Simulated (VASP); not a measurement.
Bi2TeO3: relaxation of cell and atoms with PBE

Bi2TeO3:

```
CELL_PARAMETERS angstrom
4.88240 0.00000 0.00000
0.00000 4.88240 0.00000
0.00000 0.00000 5.24250
ATOMIC_POSITIONS crystal
Bi 0.50000 0.50000 0.50000
Bi 0.00000 0.00000 0.50000
Te 0.50000 0.50000 0.00000
O 0.00000 0.00000 0.00000
O 0.00000 0.50000 0.00000
O 0.50000 0.00000 0.00000
```

The cell was generated, and may not be a known phase.

```json
{
 "Program": "VASP 6.6.1",
 "Task": "relaxation of cell and atoms",
 "Functional": "PBE",
 "Potentials or basis": "VASP PAW PBE potentials, release 64 (Bi_d, Te, O)",
 "Cutoff": "600 eV",
 "k mesh": "4 × 4 × 4",
 "Occupations": "gaussian, width 0.1 eV",
 "Spin": "no spin polarisation",
 "Dipole correction": "no",
 "Further INCAR settings": "ALGO = Normal; EDIFF = 1e-06; IBRION = 2; EDIFFG = -0.04; NSW = 90; ISIF = 3"
}
```

```json
{
  "Relaxed volume": "19.33 Å³/atom",
  "Relaxed cell": "a = 4.423 Å, b = 4.423 Å, c = 5.927 Å, α = 90.00°, β = 90.00°, γ = 90.00°",
  "Space group after relaxing (to 0.1 Å)": "P4/mmm (No. 123)",
  "Energy gained by relaxing": "275.0 meV/atom",
  "Ionic steps": "7",
  "Pressure after relaxing": "-0.1 GPa",
  "Band gap on the k mesh": "zero (bands 27 and 28 overlap by 2.24 eV)"
}
```

Stress tensor (GPa, compression positive):
```
-0.19  0.00  0.00
 0.00 -0.19  0.00
 0.00  0.00  0.15
```

The path:
| step | energy change (eV) | largest force (eV/Å) | pressure (GPa) | volume (Å³) |
| --- | --- | --- | --- | --- |
| 1 | 0.0000 | 0.0000 | -3.33 | 124.97 |
| 2 | -1.5104 | 0.0000 | -1.13 | 116.30 |
| 3 | -1.6243 | 0.0000 | 2.59 | 112.60 |
| 4 | -1.6304 | 0.0000 | 1.82 | 113.25 |
| 5 | -1.6294 | 0.0000 | 2.10 | 112.99 |
| 6 | -1.6475 | 0.0000 | -0.78 | 117.03 |
| 7 | -1.6499 | 0.0000 | -0.07 | 115.97 |

Final structure:
```cif
data_structure
_symmetry_space_group_name_H-M 'P 1'
_symmetry_Int_Tables_number 1
_cell_length_a 4.4234
_cell_length_b 4.4234
_cell_length_c 5.9267
_cell_angle_alpha 90.000
_cell_angle_beta 90.000
_cell_angle_gamma 90.000
_cell_volume 115.97
loop_
_atom_site_label
_atom_site_type_symbol
_atom_site_fract_x
_atom_site_fract_y
_atom_site_fract_z
_atom_site_occupancy
Bi1 Bi 0.50000 0.50000 0.50000 1
Bi2 Bi 0.00000 0.00000 0.50000 1
Te1 Te 0.50000 0.50000 0.00000 1
O1 O 0.00000 0.00000 0.00000 1
O2 O 0.00000 0.50000 0.00000 1
O3 O 0.50000 0.00000 0.00000 1
```

Levels at points of the mesh, in eV from the Fermi level:
| k point | band 23 | band 24 | band 25 | band 26 | band 27 | band 28 | band 29 | band 30 | band 31 | band 32 |
| --- | --- | --- | --- | --- | --- | --- | --- | --- | --- | --- |
| (0.00, 0.00, 0.00) | -2.42 | -2.42 | -2.34 | -0.99 | 0.99 | 0.99 | 1.55 | 3.97 | 4.32 | 4.32 |
| (0.50, 0.00, 0.00) | -1.77 | -1.70 | -1.27 | -0.27 | -0.08 | 0.08 | 0.22 | 1.04 | 1.58 | 2.05 |
| (0.50, 0.50, 0.00) | -2.83 | -2.55 | -1.90 | -1.86 | -1.86 | -0.31 | 0.95 | 0.95 | 1.88 | 5.70 |
| (0.00, 0.00, 0.50) | -2.62 | -2.38 | -1.67 | -1.45 | 0.74 | 0.99 | 0.99 | 2.39 | 4.43 | 4.43 |
| (0.50, 0.00, 0.50) | -1.75 | -1.61 | -0.98 | -0.23 | -0.21 | -0.05 | 0.50 | 0.68 | 1.13 | 1.82 |
| (0.50, 0.50, 0.50) | -2.08 | -1.97 | -1.97 | -1.90 | -1.67 | -1.26 | 0.50 | 0.64 | 0.64 | 1.75 |

Wall time 4.8 min on 1 thread of AMD EPYC 9R45 96-Core Processor (Zen 5), with other jobs on the host, peak memory 0.28 GiB.

Caveat: spin-orbit coupling is left out, which moves the levels of the heavy elements.
